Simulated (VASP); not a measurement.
# W3NO6 (Fm-3m) in VASP: single point with PBE

Aim: the single point of W3NO6 with PBE.

Everything below comes from runs of VASP 6.6.1. Logs are shortened: lines on timing, memory, paths and dates and some standing lists are left out, and cuts for length are marked.

### Step 1. The cell of the first run

Symmetry: Fm-3m, No. 225, cubic system. Conventional cell: a = 7.734 Å, b = 7.734 Å, c = 7.734 Å, α = 90.00°, β = 90.00°, γ = 90.00°. W (site symmetry -43m) has 12 O at 2.73 Å and 4 W at 3.35 Å and 4 N at 3.35 Å within 3.6 Å. W (site symmetry m-3m) has 6 O at 1.93 Å within 2.6 Å. N (site symmetry m-3m) has 6 O at 1.94 Å within 2.6 Å. O (site symmetry 4mm) has 1 W at 1.93 Å and 1 N at 1.94 Å within 2.6 Å.

The cell was built from a structure type or drawn by symmetry, and may not be a known phase.

### Step 2. Single point, PBE, collinear spin

Input file INCAR:

```
SYSTEM = W3NO6
PREC = Accurate
ENCUT = 520
EDIFF = 1E-6
ISMEAR = 0
SIGMA = 0.1
LREAL = .FALSE.
LASPH = .TRUE.
NELM = 150
ALGO = Normal
ISIF = 2
LWAVE = .FALSE.
LCHARG = .FALSE.
ISPIN = 2
MAGMOM = 2.99 2.99 0.17 -0.22 0.02 0.02 0.02 0.02 0.02 0.02
LORBIT = 11
LMAXMIX = 4
GGA = PE
NBANDS = 56
```

Input file KPOINTS:

```
regular mesh
0
G
  4 4 4
  0 0 0
```

Input file POSCAR:

```
W3NO6
1.0
    0.0000000000      3.8670292733      3.8670292733
    3.8670292733      0.0000000000      3.8670292733
    3.8670292733      3.8670292733      0.0000000000
W N O
3 1 6
Direct
    0.2500000000      0.2500000000      0.2500000000
    0.7500000000      0.7500000000      0.7500000000
    0.0000000000      0.0000000000      0.0000000000
    0.5000000000      0.5000000000      0.5000000000
    0.7510262865      0.2489737135      0.2489737135
    0.2489737135      0.7510262865      0.2489737135
    0.2489737135      0.7510262865      0.7510262865
    0.7510262865      0.2489737135      0.7510262865
    0.2489737135      0.2489737135      0.7510262865
    0.7510262865      0.7510262865      0.2489737135
```

Potentials or basis: VASP PAW PBE potentials, release 64 (W_sv, N, O).

Command:

```
cat potpaw_PBE.64/W_sv/POTCAR potpaw_PBE.64/N/POTCAR potpaw_PBE.64/O/POTCAR > POTCAR
mpirun -np 1 vasp_std > vasp.out
```

OUTCAR:

```text
SYSTEM = W3NO6
   PREC = Accurate
   ENCUT = 520
   EDIFF = 1E-6
   ISMEAR = 0
   LREAL = .FALSE.
   LASPH = .TRUE.
   NELM = 150
   ISIF = 2
   ISPIN = 2
   LORBIT = 11
   GGA = PE

 ion  position               nearest neighbor table
   1  0.250  0.250  0.250-   3 3.35   3 3.35   3 3.35   3 3.35
   2  0.750  0.750  0.750-   3 3.35   3 3.35   3 3.35   3 3.35
   3  0.000  0.000  0.000-   5 1.93   6 1.93   7 1.93   8 1.93   9 1.93  10 1.93   2 3.35   2 3.35
                             1 3.35   2 3.35   2 3.35   1 3.35   1 3.35   1 3.35
   4  0.500  0.500  0.500-
   5  0.751  0.249  0.249-   3 1.93
   6  0.249  0.751  0.249-   3 1.93
   7  0.249  0.751  0.751-   3 1.93
   8  0.751  0.249  0.751-   3 1.93
   9  0.249  0.249  0.751-   3 1.93
  10  0.751  0.751  0.249-   3 1.93

  LATTYP: Found a face centered cubic cell.
 ALAT       =     7.7340585466

  Lattice vectors:

 A1 = (   0.0000000000,   3.8670292733,   3.8670292733)
 A2 = (   3.8670292733,   0.0000000000,   3.8670292733)
 A3 = (   3.8670292733,   3.8670292733,   0.0000000000)

Analysis of symmetry for initial positions (statically):
=====================================================================
 Subroutine PRICEL returns:
 Original cell was already a primitive cell.

 Routine SETGRP: Setting up the symmetry group for a
 face centered cubic supercell.

 Subroutine GETGRP returns: Found 48 space group operations
 (whereof 48 operations were pure point group operations)
 out of a pool of 48 trial point group operations.

The static configuration has the point symmetry O_h .

Analysis of symmetry for dynamics (positions and initial velocities):
=====================================================================
 Subroutine PRICEL returns:
 Original cell was already a primitive cell.

 Routine SETGRP: Setting up the symmetry group for a
 face centered cubic supercell.

 Subroutine GETGRP returns: Found 48 space group operations
 (whereof 48 operations were pure point group operations)
 out of a pool of 48 trial point group operations.

The dynamic configuration has the point symmetry O_h .

Analysis of structural, dynamic, and magnetic symmetry:
=====================================================================
 Subroutine PRICEL returns:
 Original cell was already a primitive cell.

 Routine SETGRP: Setting up the symmetry group for a
 face centered cubic supercell.

 Subroutine GETGRP returns: Found 48 space group operations
 (whereof 48 operations were pure point group operations)
 out of a pool of 48 trial point group operations.

The overall configuration has the point symmetry O_h .

 Subroutine INISYM returns: Found 48 space group operations
 (whereof 48 operations are pure point group operations),
 and found     1 'primitive' translations

----------------------------------------------------------------------------------------

                                     Primitive cell

  volume of cell :     115.6545

  direct lattice vectors                    reciprocal lattice vectors
     0.000000000  3.867029273  3.867029273    -0.129298220  0.129298220  0.129298220
     3.867029273  0.000000000  3.867029273     0.129298220 -0.129298220  0.129298220
     3.867029273  3.867029273  0.000000000     0.129298220  0.129298220 -0.129298220

  length of vectors
     5.468805244  5.468805244  5.468805244     0.223951086  0.223951086  0.223951086

  position of ions in fractional coordinates (direct lattice)
     0.250000000  0.250000000  0.250000000
     0.750000000  0.750000000  0.750000000
     0.000000000  0.000000000  0.000000000
     0.500000000  0.500000000  0.500000000
     0.751026287  0.248973713  0.248973713
     0.248973713  0.751026287  0.248973713
     0.248973713  0.751026287  0.751026287
     0.751026287  0.248973713  0.751026287
     0.248973713  0.248973713  0.751026287
     0.751026287  0.751026287  0.248973713

  ion indices of the primitive-cell ions
   primitive index   ion index
                 1           1
                 2           2
                 3           3
                 4           4
                 5           5
                 6           6
                 7           7
                 8           8
                 9           9
                10          10

----------------------------------------------------------------------------------------

 KPOINTS: regular mesh

Automatic generation of k-mesh.
 Grid dimensions read from file:
 generate k-points for:    4    4    4

 Generating k-lattice:

  Cartesian coordinates                     Fractional coordinates (reciprocal lattice)
    -0.032324555  0.032324555  0.032324555     0.250000000  0.000000000  0.000000000
     0.032324555 -0.032324555  0.032324555     0.000000000  0.250000000  0.000000000
     0.032324555  0.032324555 -0.032324555     0.000000000  0.000000000  0.250000000

  Length of vectors
     0.055987771  0.055987771  0.055987771

  Shift w.r.t. Gamma in fractional coordinates (k-lattice)
     0.000000000  0.000000000  0.000000000

 Subroutine IBZKPT returns following result:
 ===========================================

 Found      8 irreducible k-points:

 Following reciprocal coordinates:
            Coordinates               Weight
  0.000000  0.000000  0.000000      1.000000
  0.250000  0.000000  0.000000      8.000000
  0.500000  0.000000  0.000000      4.000000
  0.250000  0.250000  0.000000      6.000000
  0.500000  0.250000  0.000000     24.000000
 -0.250000  0.250000  0.000000     12.000000
  0.500000  0.500000  0.000000      3.000000
 -0.250000  0.500000  0.250000      6.000000
   k-points           NKPTS =      8   k-points in BZ     NKDIM =      8   number of bands    NBANDS=     56
   number of dos      NEDOS =    301   number of ions     NIONS =     10
   total plane-waves  NPLWV =  74088
   dimension x,y,z NGX =    42 NGY =   42 NGZ =   42
   dimension x,y,z NGXF=    84 NGYF=   84 NGZF=   84
   ions per type =               3   1   6
   NGX,Y,Z   is equivalent  to a cutoff of  12.77, 12.77, 12.77 a.u.
   NGXF,Y,Z  is equivalent  to a cutoff of  25.54, 25.54, 25.54 a.u.
 SYSTEM =  W3NO6
   PREC   = accura    normal or accurate (medium, high low for compatibility)
   ISTART =      0    job   : 0-new  1-cont  2-samecut
   ICHARG =      2    charge: 1-file 2-atom 10-const
   ISPIN  =      2    spin polarized calculation?
   LNONCOLLINEAR =      F non collinear calculations
   LSORBIT =      F    spin-orbit coupling
   LASPH  =      T    aspherical Exc in radial PAW
   ENCUT  =  520.0 eV  38.22 Ry    6.18 a.u.  10.17 10.17 10.17*2*pi/ulx,y,z
   NELM   =    150;   NELMIN=  2; NELMDL= -5     # of ELM steps
   EDIFF  = 0.1E-05   stopping-criterion for ELM
   LREAL  =      F    real-space projection
   EDIFFG = 0.1E-04   stopping-criterion for IOM
   NSW    =      0    number of steps for IOM
   IBRION =     -1    ionic relax: 0-MD 1-quasi-New 2-CG
   NFREE  =      0    steps in history (QN), initial steepest desc. (CG)
   ISIF   =      2    stress and relaxation
   ISYM   =      2    0-nonsym 1-usesym 2-fastsym
   POTIM  = 0.5000    time-step for ionic-motion
   TEBEG  =    0.0;   TEEND  =   0.0 temperature during run
   PSTRESS=    0.0 pullay stress
   NELECT =      83.0000    total number of electrons
   NUPDOWN=      -1.0000    fix difference up-down
   EMIN   =  10.00;   EMAX   =-10.00  energy-range for DOS
   EFERMI =   0.00;   METHOD = LEGACY
   ISMEAR =     0;   SIGMA  =   0.10  broadening in eV -4-tet -1-fermi 0-gaus
   EFERMI_NEDOS =   21; number of points for ismear=-14 and -15
   IALGO  =     38    algorithm
   IMIX   =      4    mixing-type and parameters
     AMIX     =   0.40;   BMIX     =  1.00
     AMIX_MAG =   1.60;   BMIX_MAG =  1.00
  volume/ion in A,a.u.               =      11.57        78.05
  Fermi-wavevector in a.u.,A,eV,Ry     =   1.465706  2.769782 29.229298  2.148293
  Thomas-Fermi vector in A             =   2.581531
   LORBIT       =     11    0 simple, 1 ext, 2 COOP (PROOUT), +10 PAW based schemes
   GGA     = PE    functional components
   LHFCALC =     F    Hartree Fock is set to
   AEXX    =    0.0000 exact exchange contribution
   IVDW    =     0    specifies the selected vdW correction
   LEPSILON=     F    determine dielectric tensor
   LRPA    =     F    only Hartree local field effects (RPA)
 spin polarized calculation
 Gauss-broadening in eV      SIGMA  =   0.10
  energy-cutoff  :      520.00
  volume of cell :      115.65
 maximum number of plane-waves:      3142
 NGX is ok and might be reduce to    42
   NGX = 21   NGY = 21   NGZ = 21

 number of electron      82.9999992 magnetization       8.0956074

 Free energy of the ion-electron system (eV)
  ---------------------------------------------------
  ext. energy  EPLUGINS =         0.00000000
  ---------------------------------------------------
  free energy    TOTEN  =       -70.03833611 eV

  energy without entropy =      -69.99313300  energy(sigma->0) =      -70.01573456

 E-fermi :   7.1142     XC(G=0): -11.7846

 val. band max:        7.0985520576   @ k =   0.2500   0.2500   0.0000
 cond. band min:       7.1224243151   @ k =  -0.2500   0.2500   0.0000
 fundamental gap:      0.0238722575
 Fermi energy:         7.1142142448

 spin component 1

 k-point     1 :       0.0000    0.0000    0.0000
  band No.  band energies     occupation
      1     -69.4801      1.00000
      2     -68.3203      1.00000
      3     -68.3193      1.00000
      4     -33.8262      1.00000
      5     -33.8262      1.00000
      6     -33.8262      1.00000
[... 45 lines left out ...]
     52       7.9788      0.00000
     53       8.2345      0.00000
[... 390 lines left out ...]
     52       8.4600      0.00000
     53       8.7308      0.00000
 Fermi energy:         7.1142142448

 spin component 2

 k-point     1 :       0.0000    0.0000    0.0000
  band No.  band energies     occupation
      1     -69.3023      1.00000
      2     -66.8853      1.00000
      3     -66.8843      1.00000
      4     -33.5889      1.00000
      5     -33.5889      1.00000
      6     -33.5889      1.00000
[... 45 lines left out ...]
     52       9.3827      0.00000
     53       9.3969      0.00000
[... 390 lines left out ...]
     52       9.7511      0.00000
     53       9.7511      0.00000
 [bands above 53 left out]

------------------------ aborting loop because EDIFF is reached ----------------------------------------

  FORCE on cell =-STRESS in cart. coord.  units (eV):
  Direction    XX          YY          ZZ          XY          YZ          ZX
  --------------------------------------------------------------------------------------
  -------------------------------------------------------------------------------------
  Total        0.8099798      0.8099798      0.8099798      0.0000000      0.0000000     -0.0000000
  in kB       11.2207635     11.2207635     11.2207635      0.0000000      0.0000000     -0.0000000
  external PRESSURE =      11.2207635 kB  Pullay stress =       0.0000000 kB

 VOLUME and BASIS-vectors are now :
 -----------------------------------------------------------------------------
  energy-cutoff  :      520.00
  volume of cell :      115.65
      direct lattice vectors                 reciprocal lattice vectors
     0.000000000  3.867029273  3.867029273    -0.129298220  0.129298220  0.129298220
     3.867029273  0.000000000  3.867029273     0.129298220 -0.129298220  0.129298220
     3.867029273  3.867029273  0.000000000     0.129298220  0.129298220 -0.129298220

 POSITION                                       TOTAL-FORCE (eV/Angst)
 -----------------------------------------------------------------------------------
      1.93351      1.93351      1.93351        -0.000000     -0.000000      0.000000
      5.80054      5.80054      5.80054         0.000000     -0.000000      0.000000
      0.00000      0.00000      0.00000        -0.000000     -0.000000      0.000000
      3.86703      3.86703      3.86703        -0.000000     -0.000000      0.000000
      1.92558      3.86703      3.86703         0.189261     -0.000000      0.000000
      3.86703      1.92558      3.86703        -0.000000      0.189261      0.000000
      5.80848      3.86703      3.86703        -0.189261     -0.000000      0.000000
      3.86703      5.80848      3.86703        -0.000000     -0.189261      0.000000
      3.86703      3.86703      1.92558        -0.000000     -0.000000      0.189261
      3.86703      3.86703      5.80848        -0.000000     -0.000000     -0.189261
 -----------------------------------------------------------------------------------
    total drift:                                0.000000      0.000000      0.000000

  FREE ENERGIE OF THE ION-ELECTRON SYSTEM (eV)
  ---------------------------------------------------
  free  energy   TOTEN  =       -70.0383361105 eV

  energy  without entropy=      -69.9931330003  energy(sigma->0) =      -70.01573456

 total charge

# of ion       s       p       d       tot
------------------------------------------
    1        2.170   6.031   3.289  11.490
    2        2.170   6.031   3.289  11.490
    3        2.406   6.510   3.164  12.080
    4        1.483   1.747   0.000   3.230
    5        1.598   3.343   0.000   4.942
    6        1.598   3.343   0.000   4.942
    7        1.598   3.343   0.000   4.942
    8        1.598   3.343   0.000   4.942
    9        1.598   3.343   0.000   4.942
   10        1.598   3.343   0.000   4.942
--------------------------------------------------
tot         17.820  40.378   9.742  67.940

 magnetization (x)

# of ion       s       p       d       tot
------------------------------------------
    1        0.078   0.022   2.874   2.974
    2        0.078   0.022   2.874   2.974
    3        0.009   0.001   0.334   0.344
    4        0.004   0.231   0.000   0.235
    5        0.017  -0.005   0.000   0.012
    6        0.017  -0.005   0.000   0.012
    7        0.017  -0.005   0.000   0.012
    8        0.017  -0.005   0.000   0.012
    9        0.017  -0.005   0.000   0.012
   10        0.017  -0.005   0.000   0.012
--------------------------------------------------
tot          0.270   0.243   6.083   6.596
```

Run time: 5.2 min. Hardware: 1 thread of Intel Xeon Platinum 8259CL at 2.50GHz (Skylake/Cascade Lake), shared host; peak memory 0.36 GiB.

Results:

```
Free energy                                           : -70.0383 eV
Pressure                                              : 1.1 GPa
Largest force                                         : 0.189 eV/Å
Net moment                                            : 8.10 μB per cell
Site moments                                          : W +2.97, +0.34 (each value once); N +0.23; O +0.01 μB
Valence electrons inside the program's atomic spheres : W 11.49, 12.08 (each value once); N 3.23; O 4.94
```

Forces in eV/Å, atoms in the order of the input:
```
W    0.000  0.000  0.000
W    0.000  0.000  0.000
W    0.000  0.000  0.000
N    0.000  0.000  0.000
O    0.189  0.000  0.000
O    0.000  0.189  0.000
O   -0.189  0.000  0.000
O    0.000 -0.189  0.000
O    0.000  0.000  0.189
O    0.000  0.000 -0.189
```

Caveat: spin-orbit coupling is left out, which moves the levels of the heavy elements.
